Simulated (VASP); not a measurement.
# Sb (Pm-3m) in VASP: a series of runs

Aim: see how the results for Sb move with the level of theory and the settings. Levels: PBE, HSE06. Tasks: single point.

Everything below comes from runs of VASP 6.6.1. Logs are shortened: lines on timing, memory, paths and dates and some standing lists are left out, and cuts for length are marked.

### Step 1. The cell of the first run

The structure is cubic, space group Pm-3m (No. 221). The conventional cell has a = 3.160 Å, b = 3.160 Å, c = 3.160 Å, α = 90.00°, β = 90.00°, γ = 90.00°. Sb (site symmetry m-3m) has 6 Sb at 3.16 Å within 4.2 Å.

### Step 2. Single point, PBE

Contents of INCAR:

```
PREC = Accurate
ENCUT = 500
EDIFF = 1E-6
ISMEAR = 1
SIGMA = 0.1
LREAL = F
LASPH = T
NELM = 120
ALGO = Normal
ISIF = 2
LWAVE = F
LCHARG = F
GGA = PE
NBANDS = 8
GGA_COMPAT = F
```

Contents of KPOINTS:

```
Automatic mesh
0
Gamma
  8 8 8
```

Contents of POSCAR:

```
Sb
1.0
    3.1600000000      0.0000000000      0.0000000000
    0.0000000000      3.1600000000      0.0000000000
    0.0000000000      0.0000000000      3.1600000000
Sb
1
Direct
    0.0000000000      0.0000000000      0.0000000000
```

Potentials or basis: VASP PAW PBE potentials, release 64 (Sb).

Run with:

```console
cat potpaw_PBE.64/Sb/POTCAR > POTCAR
mpirun -np 1 vasp_std > vasp.out
```

OUTCAR:

```text
PREC = Accurate
   ENCUT = 500
   EDIFF = 1E-6
   ISMEAR = 1
   LREAL = F
   LASPH = T
   NELM = 120
   ISIF = 2
   GGA = PE

 ion  position               nearest neighbor table
   1  0.000  0.000  0.000-

  LATTYP: Found a simple cubic cell.
 ALAT       =     3.1600000000

  Lattice vectors:

 A1 = (   3.1600000000,   0.0000000000,   0.0000000000)
 A2 = (   0.0000000000,   3.1600000000,   0.0000000000)
 A3 = (   0.0000000000,   0.0000000000,   3.1600000000)

Analysis of symmetry for initial positions (statically):
=====================================================================
 Subroutine PRICEL returns:
 Original cell was already a primitive cell.

 Routine SETGRP: Setting up the symmetry group for a
 simple cubic supercell.

 Subroutine GETGRP returns: Found 48 space group operations
 (whereof 48 operations were pure point group operations)
 out of a pool of 48 trial point group operations.

The static configuration has the point symmetry O_h .

Analysis of symmetry for dynamics (positions and initial velocities):
=====================================================================
 Subroutine PRICEL returns:
 Original cell was already a primitive cell.

 Routine SETGRP: Setting up the symmetry group for a
 simple cubic supercell.

 Subroutine GETGRP returns: Found 48 space group operations
 (whereof 48 operations were pure point group operations)
 out of a pool of 48 trial point group operations.

The dynamic configuration has the point symmetry O_h .

 Subroutine INISYM returns: Found 48 space group operations
 (whereof 48 operations are pure point group operations),
 and found     1 'primitive' translations

----------------------------------------------------------------------------------------

                                     Primitive cell

  volume of cell :      31.5545

  direct lattice vectors                    reciprocal lattice vectors
     3.160000000  0.000000000  0.000000000     0.316455696  0.000000000  0.000000000
     0.000000000  3.160000000  0.000000000     0.000000000  0.316455696  0.000000000
     0.000000000  0.000000000  3.160000000     0.000000000  0.000000000  0.316455696

  length of vectors
     3.160000000  3.160000000  3.160000000     0.316455696  0.316455696  0.316455696

  position of ions in fractional coordinates (direct lattice)
     0.000000000  0.000000000  0.000000000

  ion indices of the primitive-cell ions
   primitive index   ion index
                 1           1

----------------------------------------------------------------------------------------

 KPOINTS: Automatic mesh

Automatic generation of k-mesh.
 Grid dimensions read from file:
 generate k-points for:    8    8    8

 Generating k-lattice:

  Cartesian coordinates                     Fractional coordinates (reciprocal lattice)
     0.039556962  0.000000000  0.000000000     0.125000000  0.000000000  0.000000000
     0.000000000  0.039556962  0.000000000     0.000000000  0.125000000  0.000000000
     0.000000000  0.000000000  0.039556962     0.000000000  0.000000000  0.125000000

  Length of vectors
     0.039556962  0.039556962  0.039556962

  Shift w.r.t. Gamma in fractional coordinates (k-lattice)
     0.000000000  0.000000000  0.000000000

 Subroutine IBZKPT returns following result:
 ===========================================

 Found     35 irreducible k-points:

 Following reciprocal coordinates:
            Coordinates               Weight
  0.000000  0.000000  0.000000      1.000000
  0.125000  0.000000  0.000000      6.000000
  0.250000  0.000000  0.000000      6.000000
  0.375000  0.000000  0.000000      6.000000
  0.500000  0.000000  0.000000      3.000000
  0.125000  0.125000  0.000000     12.000000
[... 16 lines left out ...]
  0.375000  0.375000  0.125000     24.000000
  0.500000  0.375000  0.125000     24.000000
 [... further k-points ...]
   k-points           NKPTS =     35   k-points in BZ     NKDIM =     35   number of bands    NBANDS=      8
   number of dos      NEDOS =    301   number of ions     NIONS =      1
   total plane-waves  NPLWV =  13824
   dimension x,y,z NGX =    24 NGY =   24 NGZ =   24
   dimension x,y,z NGXF=    48 NGYF=   48 NGZF=   48
   ions per type =               1
   NGX,Y,Z   is equivalent  to a cutoff of  12.63, 12.63, 12.63 a.u.
   NGXF,Y,Z  is equivalent  to a cutoff of  25.25, 25.25, 25.25 a.u.
 SYSTEM =  unknown system
   PREC   = accura    normal or accurate (medium, high low for compatibility)
   ISTART =      0    job   : 0-new  1-cont  2-samecut
   ICHARG =      2    charge: 1-file 2-atom 10-const
   ISPIN  =      1    spin polarized calculation?
   LNONCOLLINEAR =      F non collinear calculations
   LSORBIT =      F    spin-orbit coupling
   LASPH  =      T    aspherical Exc in radial PAW
   ENCUT  =  500.0 eV  36.75 Ry    6.06 a.u.   5.76  5.76  5.76*2*pi/ulx,y,z
   NELM   =    120;   NELMIN=  2; NELMDL= -5     # of ELM steps
   EDIFF  = 0.1E-05   stopping-criterion for ELM
   LREAL  =      F    real-space projection
   EDIFFG = 0.1E-04   stopping-criterion for IOM
   NSW    =      0    number of steps for IOM
   IBRION =     -1    ionic relax: 0-MD 1-quasi-New 2-CG
   NFREE  =      0    steps in history (QN), initial steepest desc. (CG)
   ISIF   =      2    stress and relaxation
   ISYM   =      2    0-nonsym 1-usesym 2-fastsym
   POTIM  = 0.5000    time-step for ionic-motion
   TEBEG  =    0.0;   TEEND  =   0.0 temperature during run
   PSTRESS=    0.0 pullay stress
   NELECT =       5.0000    total number of electrons
   NUPDOWN=      -1.0000    fix difference up-down
   EMIN   =  10.00;   EMAX   =-10.00  energy-range for DOS
   EFERMI =   0.00;   METHOD = LEGACY
   ISMEAR =     1;   SIGMA  =   0.10  broadening in eV -4-tet -1-fermi 0-gaus
   EFERMI_NEDOS =   21; number of points for ismear=-14 and -15
   IALGO  =     38    algorithm
   IMIX   =      4    mixing-type and parameters
     AMIX     =   0.40;   BMIX     =  1.00
     AMIX_MAG =   1.60;   BMIX_MAG =  1.00
  volume/ion in A,a.u.               =      31.55       212.94
  Fermi-wavevector in a.u.,A,eV,Ry     =   0.885886  1.674081 10.677766  0.784794
  Thomas-Fermi vector in A             =   2.006979
   LORBIT       =      0    0 simple, 1 ext, 2 COOP (PROOUT), +10 PAW based schemes
   GGA     = PE    functional components
   LHFCALC =     F    Hartree Fock is set to
   AEXX    =    0.0000 exact exchange contribution
   IVDW    =     0    specifies the selected vdW correction
   LEPSILON=     F    determine dielectric tensor
   LRPA    =     F    only Hartree local field effects (RPA)
 non-spin polarized calculation
 Methfessel and Paxton  Order N= 1 SIGMA  =   0.10
  energy-cutoff  :      500.00
  volume of cell :       31.55
 maximum number of plane-waves:       840
 NGX is ok and might be reduce to    24
   NGX = 11   NGY = 11   NGZ = 11

 number of electron       5.0000001 magnetization

 Free energy of the ion-electron system (eV)
  ---------------------------------------------------
  ext. energy  EPLUGINS =         0.00000000
  ---------------------------------------------------
  free energy    TOTEN  =        -4.06519659 eV

  energy without entropy =       -4.06279198  energy(sigma->0) =       -4.06439506

 E-fermi :   6.3891     XC(G=0):  -9.3891

 val. band max:        6.3844829546   @ k =   0.3750   0.2500   0.1250
 cond. band min:       6.6204177801   @ k =   0.2500   0.2500   0.2500
 fundamental gap:      0.2359348255
 Fermi energy:         6.3890542063

 k-point     1 :       0.0000    0.0000    0.0000
  band No.  band energies     occupation
      1      -5.5255      2.00000
      2       9.5669      0.00000
      3       9.5669      0.00000
      4       9.5669      0.00000
      5      13.3114      0.00000
      6      13.3114      0.00000
      7      14.3652      0.00000
      8      23.7582      0.00000

 k-point     2 :       0.1250    0.0000    0.0000
  band No.  band energies     occupation
      1      -5.3134      2.00000
      2       7.4870     -0.00000
      3       9.7711      0.00000
      4       9.7711      0.00000
      5      13.4855      0.00000
      6      14.1041      0.00000
      7      16.1471      0.00000
      8      22.1886      0.00000

 k-point     3 :       0.2500    0.0000    0.0000
  band No.  band energies     occupation
      1      -4.7034      2.00000
      2       4.6076      2.00000
      3      10.3295      0.00000
      4      10.3295      0.00000
      5      13.9944      0.00000
      6      14.7488      0.00000
      7      19.5965      0.00000
      8      20.0971      0.00000

 k-point     4 :       0.3750    0.0000    0.0000
  band No.  band energies     occupation
      1      -3.8388      2.00000
      2       2.2775      2.00000
      3      11.0312      0.00000
      4      11.0312      0.00000
      5      14.7569      0.00000
      6      15.7437      0.00000
      7      18.4132      0.00000
      8      18.4132      0.00000

 k-point     5 :       0.5000    0.0000    0.0000
  band No.  band energies     occupation
      1      -3.3069      2.00000
      2       1.2456      2.00000
      3      11.3943      0.00000
      4      11.3943      0.00000
      5      15.2884      0.00000
      6      16.8885      0.00000
      7      17.5430      0.00000
      8      17.7151      0.00000
[... 177 lines left out ...]
 k-point    22 :       0.5000    0.2500    0.1250
  band No.  band energies     occupation
      1      -2.2493      2.00000
      2       2.2108      2.00000
      3       6.8182     -0.00000
      4      10.3059      0.00000
      5      11.8734      0.00000
      6      15.2459      0.00000
      7      18.5949      0.00000
      8      19.6384      0.00000

 k-point    23 :       0.3750    0.3750    0.1250
  band No.  band energies     occupation
      1      -1.9011      2.00000
      2       3.8794      2.00000
      3       4.1568      2.00000
      4      10.5218      0.00000
      5      10.8265      0.00000
      6      16.6461      0.00000
      7      16.9996      0.00000
      8      19.4910      0.00000

 k-point    24 :       0.5000    0.3750    0.1250
  band No.  band energies     occupation
      1      -1.3386      2.00000
      2       2.9472      2.00000
      3       4.4427      2.00000
      4       9.8677      0.00000
      5      11.0566      0.00000
      6      16.0531      0.00000
      7      17.3341      0.00000
      8      20.0486      0.00000

 [... further k-points ...]
[... 5 lines left out ...]
  --------------------------------------------------------------------------------------
  -------------------------------------------------------------------------------------
  Total       -0.4519531     -0.4519531     -0.4519531     -0.0000000      0.0000000      0.0000000
  in kB      -22.9478862    -22.9478862    -22.9478862     -0.0000000      0.0000000      0.0000000
  external PRESSURE =     -22.9478862 kB  Pullay stress =       0.0000000 kB

 VOLUME and BASIS-vectors are now :
 -----------------------------------------------------------------------------
  energy-cutoff  :      500.00
  volume of cell :       31.55
      direct lattice vectors                 reciprocal lattice vectors
     3.160000000  0.000000000  0.000000000     0.316455696  0.000000000  0.000000000
     0.000000000  3.160000000  0.000000000     0.000000000  0.316455696  0.000000000
     0.000000000  0.000000000  3.160000000     0.000000000  0.000000000  0.316455696

 POSITION                                       TOTAL-FORCE (eV/Angst)
 -----------------------------------------------------------------------------------
      0.00000      0.00000      0.00000         0.000000      0.000000      0.000000
 -----------------------------------------------------------------------------------
    total drift:                               -0.000000      0.000000      0.000000

  FREE ENERGIE OF THE ION-ELECTRON SYSTEM (eV)
  ---------------------------------------------------
  free  energy   TOTEN  =        -4.0651965931 eV

  energy  without entropy=       -4.0627919828  energy(sigma->0) =       -4.06439506
```

Run time: 3.1 s. Hardware: 1 thread of Intel Xeon 6975P-C (Granite Rapids), shared host; peak memory 0.13 GiB.

What came out:

```yaml
Free_energy: -4.0652 eV
Pressure: -2.3 GPa
```

Levels at points of the mesh, in eV from the Fermi level:
| k point | band 1 | band 2 | band 3 | band 4 | band 5 | band 6 | band 7 | band 8 |
| --- | --- | --- | --- | --- | --- | --- | --- | --- |
| (0.00, 0.00, 0.00) | -11.91 | 3.18 | 3.18 | 3.18 | 6.92 | 6.92 | 7.98 | 17.37 |
| (0.50, 0.00, 0.00) | -9.70 | -5.14 | 5.01 | 5.01 | 8.90 | 10.50 | 11.15 | 11.33 |
| (0.50, 0.50, 0.00) | -7.36 | -3.24 | -3.24 | 2.44 | 6.84 | 12.45 | 13.14 | 13.14 |
| (0.50, 0.50, 0.50) | -4.79 | -1.45 | -1.45 | -1.45 | 4.97 | 4.97 | 4.97 | 7.13 |

Caveat: spin-orbit coupling is left out, which moves the levels of the heavy elements.

(Part 1 of 2 ends here.)
